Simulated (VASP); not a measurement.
The system is ZnO.

```
Zn O
1.0
     5.51757    0.00000    0.00000
     0.00000    5.51757    0.00000
     0.00000    0.00000    3.25878
Zn O
4 4
Cartesian
  1.0040 1.0040 1.6294
  4.5135 4.5135 1.6294
  3.7628 1.7547 0.0000
  1.7547 3.7628 0.0000
  4.5092 1.0084 1.6294
  1.0084 4.5092 1.6294
  3.7671 3.7671 0.0000
  1.7504 1.7504 0.0000
```

| Property | Result |
| --- | --- |
| Program | VASP 6.6.1 |
| Task | relaxation of cell and atoms |
| Functional | PBE |
| Potentials or basis | VASP PAW PBE potentials, release 64 (Zn, O) |
| Cutoff | 600 eV |
| k mesh | 4 × 4 × 8 |
| Occupations | gaussian, width 0.02 eV |
| Spin | no spin polarisation |

At the start: pressure 5.9 GPa; volume 12.40 Å³/atom.

**Question.** How do energy, volume and symmetry change on relaxing?

**Answer.** Over 10 steps the energy falls by 9.9 meV/atom and the volume is 12.96 Å³/atom (+4.5 %); space group P4_2/mnm (No. 136, to 0.1 Å) before and after.

The path:
```tsv
step	energy change (eV)	largest force (eV/Å)	pressure (GPa)	volume (Å³)
1	0.0000	0.0352	5.90	99.21
2	-0.0577	0.0374	-2.58	105.91
3	-0.0770	0.0230	0.03	103.57
4	-0.0770	0.0235	-0.08	103.66
5	-0.0777	0.0368	-0.08	103.70
6	-0.0781	0.0490	-0.09	103.73
7	-0.0781	0.0734	-0.09	103.81
8	-0.0782	0.0616	-0.08	103.77
9	-0.0787	0.0444	-0.04	103.75
10	-0.0791	0.0071	0.05	103.71
```

Final structure:
```
Zn O
1.0
     5.61729    0.00000    0.00000
     0.00000    5.61729    0.00000
     0.00000    0.00000    3.28680
Zn O
4 4
Direct
  0.18163 0.18163 0.50000
  0.81837 0.81837 0.50000
  0.68163 0.31837 0.00000
  0.31837 0.68163 0.00000
  0.81832 0.18168 0.50000
  0.18168 0.81832 0.50000
  0.68168 0.68168 0.00000
  0.31832 0.31832 0.00000
```
